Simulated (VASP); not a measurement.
AlN:

```xyz
4
Lattice="3.1299 0.0000 -0.2347 -1.5649 2.7106 0.1174 -0.3763 0.0000 4.8163" Properties=species:S:1:pos:R:3 pbc="T T T"
Al   -0.0007    1.8070    0.0083
Al    1.3762    0.9035    2.2991
N    -0.1442    1.8070    1.8459
N     1.2326    0.9035    4.1367
```

This cell differs from its parent crystal: engineering shear strain xz -0.1500, normal strain along z -0.0400.

| Item | Value |
| --- | --- |
| Program | VASP 6.6.1 |
| Task | relaxation of the atoms |
| Functional | PBE |
| Potentials or basis | VASP PAW PBE potentials, release 64 (Al, N) |
| Cutoff | 520 eV |
| k mesh | 9 × 9 × 6 |
| Occupations | gaussian, width 0.05 eV |
| Spin | no spin polarisation |

At the start: pressure 10.3 GPa; volume 10.16 Å³/atom.

**Question.** Where does the relaxation end?

**Answer.** Over 8 steps the energy falls by 16.3 meV/atom at a fixed cell; space group Cc (No. 9, to 0.1 Å) before and after.

Step by step:
```
step  energy change (eV)  largest force (eV/Å)  pressure (GPa)
   1              0.0000                1.0332           10.27
   2             -0.0442                0.5916            8.08
   3             -0.0634                0.1691            8.51
   4             -0.0648                0.0643            8.33
   5             -0.0649                0.0273            8.37
   6             -0.0650                0.0227            8.38
   7             -0.0651                0.0266            8.40
   8             -0.0651                0.0076            8.38
```

Final structure:
```
Al N
1.0
     3.12989    0.00000   -0.23474
    -1.56494    2.71056    0.11737
    -0.37627    0.00000    4.81628
Al N
2 2
Cartesian
  -0.3508 1.8072 4.8073
  1.4023 0.9033 2.2818
  -0.1704 1.8217 1.8632
  1.2064 0.8889 4.1540
```

Caveat: the cell differs from its parent crystal (engineering shear strain xz -0.1500, normal strain along z -0.0400).
